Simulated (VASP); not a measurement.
# SiC (P6_3mc) in VASP: further runs, part 2 of 2

VASP 6.6.1. Earlier steps stand in the parts before.

## Step 3: Electric field gradients, PBEsol (volume scaled by 0.96)

Contents of INCAR:

```
ALGO = Normal ; EDIFF = 1E-8
ENCUT = 520 ; GGA = PS
ISIF = 2 ; ISMEAR = -1
LASPH = T ; LCHARG = F
LEFG = T ; LREAL = F
LWAVE = F ; NBANDS = 16
NELM = 100 ; PREC = Accurate
SIGMA = 0.08
```

Contents of KPOINTS:

```
k-points
0
Gamma
  15 15 8
```

Contents of POSCAR:

```
SiC
1.0
    3.0344255669      0.0000000000      0.0000000000
   -1.5172127834      2.6278896269      0.0000000000
    0.0000000000      0.0000000000      4.9797754205
Si C
2 2
Direct
    0.3333333333      0.6666666667      0.0000000000
    0.6666666667      0.3333333333      0.5000000000
    0.3333333333      0.6666666667      0.3850000000
    0.6666666667      0.3333333333      0.8850000000
```

Potentials or basis: VASP PAW PBE potentials, release 64 (Si, C).

Run with:

```
$ cat potpaw_PBE.64/Si/POTCAR potpaw_PBE.64/C/POTCAR > POTCAR
$ mpirun -np 1 vasp_std > vasp.out
```

OUTCAR:

```text
EDIFF = 1E-8
   ENCUT = 520
   GGA = PS
   ISIF = 2
   ISMEAR = -1
   LASPH = T
   LREAL = F
   NELM = 100
   PREC = Accurate

 ion  position               nearest neighbor table
   1  0.333  0.667  0.000-   4 1.84   4 1.84   4 1.84   3 1.92   2 3.04   2 3.04   2 3.04   2 3.04
                             2 3.04   2 3.04
   2  0.667  0.333  0.500-   3 1.84   3 1.84   3 1.84   4 1.92   1 3.04   1 3.04   1 3.04   1 3.04
                             1 3.04   1 3.04
   3  0.333  0.667  0.385-   2 1.84   2 1.84   2 1.84   1 1.92
   4  0.667  0.333  0.885-   1 1.84   1 1.84   1 1.84   2 1.92

  LATTYP: Found a hexagonal cell.
 ALAT       =     3.0344255669
 C/A-ratio  =     1.6410932846

  Lattice vectors:

 A1 = (   3.0344255669,   0.0000000000,   0.0000000000)
 A2 = (  -1.5172127834,   2.6278896269,   0.0000000000)
 A3 = (   0.0000000000,   0.0000000000,   4.9797754205)

Analysis of symmetry for initial positions (statically):
=====================================================================
 Subroutine PRICEL returns:
 Original cell was already a primitive cell.

 Routine SETGRP: Setting up the symmetry group for a
 hexagonal supercell.

 Subroutine GETGRP returns: Found 12 space group operations
 (whereof  6 operations were pure point group operations)
 out of a pool of 24 trial point group operations.

The static configuration has the point symmetry C_3v.
 The point group associated with its full space group is C_6v.

Analysis of symmetry for dynamics (positions and initial velocities):
=====================================================================
 Subroutine PRICEL returns:
 Original cell was already a primitive cell.

 Routine SETGRP: Setting up the symmetry group for a
 hexagonal supercell.

 Subroutine GETGRP returns: Found 12 space group operations
 (whereof  6 operations were pure point group operations)
 out of a pool of 24 trial point group operations.

The dynamic configuration has the point symmetry C_3v.
 The point group associated with its full space group is C_6v.

 Subroutine INISYM returns: Found 12 space group operations
 (whereof  6 operations are pure point group operations),
 and found     1 'primitive' translations

----------------------------------------------------------------------------------------

                                     Primitive cell

  volume of cell :      39.7094

  direct lattice vectors                    reciprocal lattice vectors
     3.034425567  0.000000000  0.000000000     0.329551666  0.190266743  0.000000000
    -1.517212783  2.627889627  0.000000000     0.000000000  0.380533486  0.000000000
     0.000000000  0.000000000  4.979775421     0.000000000  0.000000000  0.200812269

  length of vectors
     3.034425567  3.034425567  4.979775421     0.380533486  0.380533486  0.200812269

  position of ions in fractional coordinates (direct lattice)
     0.333333333  0.666666667  0.000000000
     0.666666667  0.333333333  0.500000000
     0.333333333  0.666666667  0.385000000
     0.666666667  0.333333333  0.885000000

  ion indices of the primitive-cell ions
   primitive index   ion index
                 1           1
[... 89 lines left out ...]
   EFERMI =   0.00;   METHOD = LEGACY
   ISMEAR =    -1;   SIGMA  =   0.08  broadening in eV -4-tet -1-fermi 0-gaus
   EFERMI_NEDOS =   21; number of points for ismear=-14 and -15
   IALGO  =     38    algorithm
   IMIX   =      4    mixing-type and parameters
     AMIX     =   0.40;   BMIX     =  1.00
     AMIX_MAG =   1.60;   BMIX_MAG =  1.00
  volume/ion in A,a.u.               =       9.93        66.99
  Fermi-wavevector in a.u.,A,eV,Ry     =   1.209160  2.284981 19.892635  1.462067
  Thomas-Fermi vector in A             =   2.344746
   LORBIT       =      0    0 simple, 1 ext, 2 COOP (PROOUT), +10 PAW based schemes
   GGA     = PS    functional components
   LHFCALC =     F    Hartree Fock is set to
   AEXX    =    0.0000 exact exchange contribution
   IVDW    =     0    specifies the selected vdW correction
   LEPSILON=     F    determine dielectric tensor
   LRPA    =     F    only Hartree local field effects (RPA)
 non-spin polarized calculation
  energy-cutoff  :      520.00
  volume of cell :       39.71
 maximum number of plane-waves:      1099
 NGX is ok and might be reduce to    24
   NGX = 11   NGY = 11   NGZ = 19

 number of electron      15.9999999 magnetization

 Free energy of the ion-electron system (eV)
  ---------------------------------------------------
  ext. energy  EPLUGINS =         0.00000000
  ---------------------------------------------------
  free energy    TOTEN  =       -31.72989198 eV

  energy without entropy =      -31.72989196  energy(sigma->0) =      -31.72989197

 E-fermi :   9.8958     XC(G=0): -11.6741

 val. band max:        8.8230753500   @ k =   0.0000   0.0000   0.0000
 cond. band min:      10.9077011251   @ k =   0.3333   0.3333   0.0000
 fundamental gap:      2.0846257751
 Fermi energy:         9.8957695760

 k-point     1 :       0.0000    0.0000    0.0000
  band No.  band energies     occupation
      1      -7.2469      2.00000
      2      -3.5483      2.00000
      3      -0.1803      2.00000
      4       7.2481      2.00000
      5       7.2481      2.00000
      6       8.5547      2.00000
[... 433 lines left out ...]
      3       1.1888      2.00000
      4       2.4488      2.00000
      5       2.8752      2.00000
      6       3.8543      2.00000
[... 8 lines left out ...]
     15      20.0548      0.00000
     16      20.9946      0.00000

 [... further k-points ...]
[... 5 lines left out ...]
  --------------------------------------------------------------------------------------
  -------------------------------------------------------------------------------------
  Total        3.1615223      3.1615223      1.4851295      0.0000000      0.0000000      0.0000000
  in kB      127.5596943    127.5596943     59.9213414      0.0000000      0.0000000      0.0000000
  external PRESSURE =     105.0135767 kB  Pullay stress =       0.0000000 kB

 VOLUME and BASIS-vectors are now :
 -----------------------------------------------------------------------------
  energy-cutoff  :      520.00
  volume of cell :       39.71
      direct lattice vectors                 reciprocal lattice vectors
     3.034425567  0.000000000  0.000000000     0.329551666  0.190266743  0.000000000
    -1.517212783  2.627889627  0.000000000     0.000000000  0.380533486  0.000000000
     0.000000000  0.000000000  4.979775421     0.000000000  0.000000000  0.200812269

 POSITION                                       TOTAL-FORCE (eV/Angst)
 -----------------------------------------------------------------------------------
     -0.00000      1.75193      0.00000        -0.000000      0.000000      0.817886
      1.51721      0.87596      2.48989         0.000000      0.000000      0.817886
     -0.00000      1.75193      1.91721        -0.000000      0.000000     -0.817886
      1.51721      0.87596      4.40710         0.000000     -0.000000     -0.817886
 -----------------------------------------------------------------------------------
    total drift:                                0.000000      0.000000     -0.000029

  FREE ENERGIE OF THE ION-ELECTRON SYSTEM (eV)
  ---------------------------------------------------
  free  energy   TOTEN  =       -31.7298919797 eV

  energy  without entropy=      -31.7298919556  energy(sigma->0) =      -31.72989197

 Electric field gradients (V/A^2)
---------------------------------------------------------------------
 ion       V_xx      V_yy      V_zz      V_xy      V_xz      V_yz
---------------------------------------------------------------------
   1      -8.962    -8.962    17.925    -0.000     0.000    -0.000
   2      -8.962    -8.962    17.925    -0.000    -0.000     0.000
   3      -1.607    -1.607     3.213     0.000    -0.000     0.000
   4      -1.607    -1.607     3.213     0.000     0.000    -0.000
---------------------------------------------------------------------

 Electric field gradients after diagonalization (V/A^2)
 (convention: |V_zz| > |V_xx| > |V_yy|)
----------------------------------------------------------------------
 ion       V_xx      V_yy      V_zz     asymmetry (V_yy - V_xx)/ V_zz
----------------------------------------------------------------------
   1      -8.962    -8.962    17.925       0.000
   2      -8.962    -8.962    17.925       0.000
   3      -1.607    -1.607     3.213       0.000
   4      -1.607    -1.607     3.213       0.000
----------------------------------------------------------------------

           NMR quadrupolar parameters

 Cq : quadrupolar parameter    Cq=e*Q*V_zz/h
 eta: asymmetry parameters     (V_yy - V_xx)/ V_zz
 Q  : nuclear electric quadrupole moment in mb (millibarn)
----------------------------------------------------------------------
 ion       Cq(MHz)       eta       Q (mb)
----------------------------------------------------------------------
   1       0.043       0.000       1.000
   2       0.043       0.000       1.000
   3       0.008       0.000       1.000
   4       0.008       0.000       1.000
----------------------------------------------------------------------
```

Wall time 30 s (1 thread of Intel Xeon 6975P-C (Granite Rapids), shared host); peak memory 0.2 GiB.

What came out:

```yaml
Free_energy: -31.7299 eV
Pressure: 10.5 GPa
Largest_force: 0.818 eV/Å
Band_gap_on_the_k_mesh: 2.08 eV, indirect (least direct gap 4.05 eV)
```

Forces in eV/Å, atoms in the order of the input:
```
Si   0.000  0.000  0.818
Si   0.000  0.000  0.818
C    0.000  0.000 -0.818
C    0.000  0.000 -0.818
```

Electric field gradients, principal values (V/Å²):
```
atom   least  middle  greatest (by size)
1 Si  -8.962  -8.962              17.925
2 Si  -8.962  -8.962              17.925
 3 C  -1.607  -1.607               3.213
 4 C  -1.607  -1.607               3.213
```

Caveat: without QUAD_EFG the Cq values of the log hold for a quadrupole moment of 1 mb, not for the nuclei; the PAW data sets were made with another functional, which shifts forces and pressure a little.

## Step 4: Electric field gradients, PBEsol (volume scaled by 0.99)

Contents of INCAR:

```
  PREC = Accurate
  ENCUT = 520
  EDIFF = 1E-8
  ISMEAR = -1
  SIGMA = 0.08
  LREAL = False
  LASPH = True
  NELM = 60
  ALGO = Normal
  ISIF = 2
  LWAVE = False
  LCHARG = False
  GGA = PS
  LEFG = True
  NBANDS = 16
```

Contents of KPOINTS:

```
Automatic mesh
0
Gamma
  15 15 8
```

Contents of POSCAR:

```
SiC
1.0
    3.0657105101      0.0000000000      0.0000000000
   -1.5328552551      2.6549831825      0.0000000000
    0.0000000000      0.0000000000      5.0311169308
Si C
2 2
Direct
    0.3333333333      0.6666666667      0.0000000000
    0.6666666667      0.3333333333      0.5000000000
    0.3333333333      0.6666666667      0.3850000000
    0.6666666667      0.3333333333      0.8850000000
```

Potentials or basis: VASP PAW PBE potentials, release 64 (Si, C).

Run with:

```
$ cat potpaw_PBE.64/Si/POTCAR potpaw_PBE.64/C/POTCAR > POTCAR
$ mpirun -np 1 vasp_std > vasp.out
```

OUTCAR:

```text
PREC = Accurate
   ENCUT = 520
   EDIFF = 1E-8
   ISMEAR = -1
   LREAL = False
   LASPH = True
   NELM = 60
   ISIF = 2
   GGA = PS

 ion  position               nearest neighbor table
   1  0.333  0.667  0.000-   4 1.86   4 1.86   4 1.86   3 1.94   2 3.08   2 3.08   2 3.08   2 3.08
                             2 3.08   2 3.08
   2  0.667  0.333  0.500-   3 1.86   3 1.86   3 1.86   4 1.94   1 3.08   1 3.08   1 3.08   1 3.08
                             1 3.08   1 3.08
   3  0.333  0.667  0.385-   2 1.86   2 1.86   2 1.86   1 1.94
   4  0.667  0.333  0.885-   1 1.86   1 1.86   1 1.86   2 1.94

  LATTYP: Found a hexagonal cell.
 ALAT       =     3.0657105101
 C/A-ratio  =     1.6410932846

  Lattice vectors:

 A1 = (   3.0657105101,   0.0000000000,   0.0000000000)
 A2 = (  -1.5328552551,   2.6549831825,   0.0000000000)
 A3 = (   0.0000000000,   0.0000000000,   5.0311169308)

Analysis of symmetry for initial positions (statically):
=====================================================================
 Subroutine PRICEL returns:
 Original cell was already a primitive cell.

 Routine SETGRP: Setting up the symmetry group for a
 hexagonal supercell.
[... 660 lines left out ...]
      1.53286      0.88499      2.51556        -0.000000     -0.000000      0.767125
     -0.00000      1.76999      1.93698         0.000000     -0.000000     -0.767125
      1.53286      0.88499      4.45254        -0.000000      0.000000     -0.767125
 -----------------------------------------------------------------------------------
    total drift:                                0.000000      0.000000     -0.000094

  FREE ENERGIE OF THE ION-ELECTRON SYSTEM (eV)
  ---------------------------------------------------
  free  energy   TOTEN  =       -31.7814569968 eV

  energy  without entropy=      -31.7814569789  energy(sigma->0) =      -31.78145699

 Electric field gradients (V/A^2)
---------------------------------------------------------------------
 ion       V_xx      V_yy      V_zz      V_xy      V_xz      V_yz
---------------------------------------------------------------------
   1      -8.676    -8.676    17.352    -0.000     0.000    -0.000
   2      -8.676    -8.676    17.352    -0.000    -0.000     0.000
   3      -1.512    -1.512     3.024    -0.000    -0.000     0.000
   4      -1.512    -1.512     3.024    -0.000     0.000    -0.000
---------------------------------------------------------------------

 Electric field gradients after diagonalization (V/A^2)
 (convention: |V_zz| > |V_xx| > |V_yy|)
----------------------------------------------------------------------
 ion       V_xx      V_yy      V_zz     asymmetry (V_yy - V_xx)/ V_zz
----------------------------------------------------------------------
   1      -8.676    -8.676    17.352       0.000
   2      -8.676    -8.676    17.352       0.000
   3      -1.512    -1.512     3.024       0.000
   4      -1.512    -1.512     3.024       0.000
----------------------------------------------------------------------

           NMR quadrupolar parameters

 Cq : quadrupolar parameter    Cq=e*Q*V_zz/h
 eta: asymmetry parameters     (V_yy - V_xx)/ V_zz
 Q  : nuclear electric quadrupole moment in mb (millibarn)
----------------------------------------------------------------------
 ion       Cq(MHz)       eta       Q (mb)
----------------------------------------------------------------------
   1       0.042       0.000       1.000
   2       0.042       0.000       1.000
   3       0.007       0.000       1.000
   4       0.007       0.000       1.000
----------------------------------------------------------------------
```

OSZICAR:

```text
N       E                     dE             d eps       ncg     rms          rms(c)
DAV:   1     0.237588772047E+02    0.23759E+02   -0.71522E+03  4320   0.896E+02
DAV:   2    -0.329596421688E+02   -0.56719E+02   -0.51628E+02  6096   0.158E+02
DAV:   3    -0.354487677225E+02   -0.24891E+01   -0.24797E+01  5632   0.305E+01
DAV:   4    -0.354665801231E+02   -0.17812E-01   -0.17809E-01  5336   0.316E+00
DAV:   5    -0.354667517706E+02   -0.17165E-03   -0.17164E-03  5536   0.292E-01    0.126E+01
DAV:   6    -0.319234855264E+02    0.35433E+01   -0.60583E+00  5504   0.151E+01    0.578E+00
DAV:   7    -0.318136280727E+02    0.10986E+00   -0.10681E+00  6168   0.605E+00    0.244E+00
DAV:   8    -0.317848029549E+02    0.28825E-01   -0.55129E-02  5032   0.143E+00    0.594E-01
DAV:   9    -0.317813052130E+02    0.34977E-02   -0.69619E-03  5616   0.562E-01    0.112E-01
DAV:  10    -0.317814499708E+02   -0.14476E-03   -0.68201E-04  5200   0.155E-01    0.529E-02
DAV:  11    -0.317814569053E+02   -0.69345E-05   -0.34931E-05  5528   0.437E-02    0.113E-02
DAV:  12    -0.317814569439E+02   -0.38527E-07   -0.32872E-06  5288   0.117E-02    0.390E-03
DAV:  13    -0.317814570044E+02   -0.60500E-07   -0.67874E-07  5696   0.509E-03    0.226E-03
DAV:  14    -0.317814569859E+02    0.18484E-07   -0.50797E-08  5168   0.153E-03    0.973E-04
DAV:  15    -0.317814569976E+02   -0.11745E-07   -0.69906E-09  3168   0.534E-04    0.306E-04
DAV:  16    -0.317814569968E+02    0.85493E-09   -0.17000E-09  2648   0.274E-04
   1 F= -.31781457E+02 E0= -.31781457E+02  d E =-.178890E-07
```

stdout:

```text
POSCAR found type information on POSCAR SiC
 POSCAR found :  2 types and       4 ions
 scaLAPACK will be used
 -----------------------------------------------------------------------------
|                                                                             |
|                                                                             |
|     You enforced a specific xc type in the INCAR file but a different       |
|     I HOPE YOU KNOW WHAT YOU ARE DOING!                                     |
|                                                                             |
 -----------------------------------------------------------------------------

 LDA part: xc-table for (Slater+PW92), standard interpolation
 POSCAR, INCAR and KPOINTS ok, starting setup
 FFT: planning ... GRIDC
 FFT: planning ... GRID_SOFT
 FFT: planning ... GRID
 WAVECAR not read
 entering main loop
ion   1

ion   2

ion   3

ion   4
```

It took 28 s on 1 thread of Intel Xeon 6975P-C (Granite Rapids), shared host; peak memory 0.2 GiB.

Results:

- Free energy: -31.7815 eV
- Pressure: 2.9 GPa
- Largest force: 0.767 eV/Å
- Band gap on the k mesh: 2.14 eV, indirect (least direct gap 3.99 eV)

Forces on the atoms (eV/Å):
```
Si   0.000  0.000  0.767
Si   0.000  0.000  0.767
C    0.000  0.000 -0.767
C    0.000  0.000 -0.767
```

Electric field gradients, principal values (V/Å²):
```
atom   least  middle  greatest (by size)
1 Si  -8.676  -8.676              17.352
2 Si  -8.676  -8.676              17.352
 3 C  -1.512  -1.512               3.024
 4 C  -1.512  -1.512               3.024
```

Caveat: without QUAD_EFG the Cq values of the log hold for a quadrupole moment of 1 mb, not for the nuclei; the PAW data sets were made with another functional, which shifts forces and pressure a little.

## Step 5: Overview

```csv
cell,gap on the mesh (eV),pressure (GPa),largest force (eV/Å)
"a = 3.116, b = 3.116, c = 5.114 Å, angles 90.0, 90.0, 120.0°, 4 atoms",2.23,-7.5,0.69
"a = 3.034, b = 3.034, c = 4.980 Å, angles 90.0, 90.0, 120.0°, 4 atoms",2.08,10.5,0.82
"a = 3.066, b = 3.066, c = 5.031 Å, angles 90.0, 90.0, 120.0°, 4 atoms",2.14,2.9,0.77
```

Alike in all rows: task electric field gradients; level PBEsol; potentials or basis VASP PAW PBE potentials, release 64 (Si, C); no spin polarisation; k mesh 15 × 15 × 8; cutoff (eV) 520; smearing fermi-dirac 0.08 eV.

Caveats: the PAW data sets were made with another functional, which shifts forces and pressure a little.

Total energies depend on the potentials used, so only differences within one code and one set of settings carry meaning.
